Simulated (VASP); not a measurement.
Write the native input for VASP 6.6.1 that does the following.

| Property | Result |
| --- | --- |
| Task | single point |
| Functional | PBEsol |
| Potentials or basis | VASP PAW PBE potentials, release 64 (B, P) |
| Cutoff | 500 eV |
| k mesh | 10 × 10 × 10 |
| Occupations | gaussian, width 0.05 eV |
| Spin | no spin polarisation |
| Dipole correction | no |
| Further INCAR settings | ALGO = Normal; EDIFF = 1e-06; NBANDS = 11 |

The structure of BP lies in POSCAR:

```
BP
1.0
    0.0000000000      2.2599777129      2.2599777129
    2.2599777129      0.0000000000      2.2599777129
    2.2599777129      2.2599777129      0.0000000000
B P
1 1
Direct
    0.0000000000      0.0000000000      0.0000000000
    0.7500000000      0.7500000000      0.7500000000
```

These files were run (other wordings do the same):

INCAR

```
SYSTEM = BP
PREC = Accurate ; ENCUT = 500
EDIFF = 1E-6 ; ISMEAR = 0
SIGMA = 0.05 ; LREAL = .False.
LASPH = .True. ; NELM = 120
ALGO = Normal ; ISIF = 2
LWAVE = .False. ; LCHARG = .False.
GGA = PS ; NBANDS = 11
GGA_COMPAT = .False.
```

KPOINTS

```
regular mesh
0
Gamma
  10 10 10
  0 0 0
```

Potentials or basis: VASP PAW PBE potentials, release 64 (B, P).

Run with:

```sh
$ cat potpaw_PBE.64/B/POTCAR potpaw_PBE.64/P/POTCAR > POTCAR
$ mpirun -np 1 vasp_std > vasp.out
```

Results of the run:

| Item | Value |
| --- | --- |
| Pressure | 0.1 GPa |
| Band gap on the k mesh | 1.12 eV, indirect (least direct gap 3.37 eV) |

Caveat: the PAW data sets were made with another functional, which shifts forces and pressure a little.

Wall time 16 s on 1 thread of Intel Xeon 8259CL (shared host), peak memory 0.13 GiB.
